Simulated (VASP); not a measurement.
Wanted: the native input for a VASP 6.6.1 run.

* Task: relaxation of shape and atoms at fixed volume
* Functional: r2SCAN
* Potentials or basis: VASP PAW PBE potentials, release 64 (Mg, B)
* Cutoff: 600 eV
* k mesh: 15 × 15 × 12
* Occupations: gaussian, width 0.1 eV
* Spin: no spin polarisation
* Dipole correction: no
* Further INCAR settings: ALGO = Normal; EDIFF = 1e-06; IBRION = 2; EDIFFG = -0.01; NSW = 50; ISIF = 4

The system is MgB2.

```
Mg B
1.0
     3.00929    0.00000    0.00000
    -1.50464    2.60612    0.00000
     0.00000    0.00000    3.43458
Mg B
1 2
Direct
  0.00000 0.00000 0.00000
  0.33333 0.66667 0.50000
  0.66667 0.33333 0.50000
```

This cell differs from its parent crystal: volume scaled by 0.94.

The input as run:

POSCAR

```
MgB2
1.0
    3.0092890353      0.0000000000      0.0000000000
   -1.5046445177      2.6061207519      0.0000000000
    0.0000000000      0.0000000000      3.4345825934
Mg B
1 2
Direct
    0.0000000000      0.0000000000      0.0000000000
    0.3333333333      0.6666666667      0.5000000000
    0.6666666667      0.3333333333      0.5000000000
```

INCAR.step1

```
PREC = Accurate
ENCUT = 600
ISMEAR = 0
SIGMA = 0.1
LREAL = F
LASPH = T
NELM = 100
GGA = PE
ALGO = Normal
EDIFF = 1E-4
LWAVE = T
LCHARG = F
```

INCAR.step2

```
PREC = Accurate
ENCUT = 600
EDIFF = 1E-6
ISMEAR = 0
SIGMA = 0.1
LREAL = F
LASPH = T
NELM = 100
ALGO = Normal
ISIF = 4
LWAVE = F
LCHARG = F
METAGGA = R2SCAN
LMIXTAU = T
IBRION = 2
NSW = 50
EDIFFG = -0.01
ISTART = 1
```

KPOINTS

```
Automatic mesh
0
Gamma
  15 15 12
```

Potentials or basis: VASP PAW PBE potentials, release 64 (Mg, B).

The run is started by

```bash
$ cat potpaw_PBE.64/Mg/POTCAR potpaw_PBE.64/B/POTCAR > POTCAR
$ cp INCAR.step1 INCAR
$ mpirun -np 1 vasp_std > vasp.out
$ cp INCAR.step2 INCAR
$ mpirun -np 1 vasp_std > vasp.out
```

It gave:

```yaml
Energy_gained_by_relaxing: 0.4 meV/atom
Ionic_steps: 3
Pressure_after_relaxing: 9.8 GPa
Band_gap_on_the_k_mesh: zero (band 4 reaches 7.82 eV, above the bottom of band 5 at 3.57 eV)
```

Caveat: the PAW data sets were made with another functional, which shifts forces and pressure a little.

Run time: 2.7 min on 1 thread of Intel(R) Xeon(R) Platinum 8488C (Sapphire Rapids) (shared host), peak memory 0.19 GiB.
